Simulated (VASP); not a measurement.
**Sb: single point with r2SCAN**

Sb:

```
CELL_PARAMETERS angstrom
2.62563 0.00000 0.00000
0.00000 2.62563 0.00000
0.00000 0.00000 2.62563
ATOMIC_POSITIONS crystal
Sb 0.00000 0.00000 0.00000
```

This isn't the form of Sb at room conditions, which is rhombohedral.

```json
{
 "Program": "VASP 6.6.1",
 "Task": "single point",
 "Functional": "r2SCAN",
 "Potentials or basis": "VASP PAW PBE potentials, release 64 (Sb)",
 "Cutoff": "520 eV",
 "k mesh": "16 × 16 × 16",
 "Occupations": "gaussian, width 0.1 eV",
 "Spin": "no spin polarisation",
 "Dipole correction": "no",
 "Further INCAR settings": "ALGO = Normal; EDIFF = 1e-07; NBANDS = 8"
}
```

- Pressure: 92.5 GPa
- Band gap on the k mesh: zero (an odd number of electrons rules out a gap without spin polarisation)

Levels at points of the mesh, in eV from the Fermi level:
| k point | band 1 | band 2 | band 3 | band 4 | band 5 | band 6 | band 7 |
| --- | --- | --- | --- | --- | --- | --- | --- |
| (0.00, 0.00, 0.00) | -18.57 | 4.38 | 4.38 | 4.38 | 7.61 | 7.61 | 12.53 |
| (0.50, 0.00, 0.00) | -13.49 | -10.68 | 8.83 | 8.83 | 10.73 | 11.43 | 12.11 |
| (0.50, 0.50, 0.00) | -7.65 | -7.00 | -7.00 | -0.13 | 14.57 | 14.85 | 14.85 |
| (0.50, 0.50, 0.50) | -3.29 | -3.29 | -3.29 | -0.09 | 3.95 | 3.95 | 3.95 |

Wall time 50 s on 1 thread of Intel(R) Xeon(R) Platinum 8375C CPU @ 2.90GHz (Ice Lake), with other jobs on the host, peak memory 0.14 GiB.

Caveat: the cell stands under pressure; the PAW data sets were made with another functional, which shifts forces and pressure a little; spin-orbit coupling is left out, which moves the levels of the heavy elements.
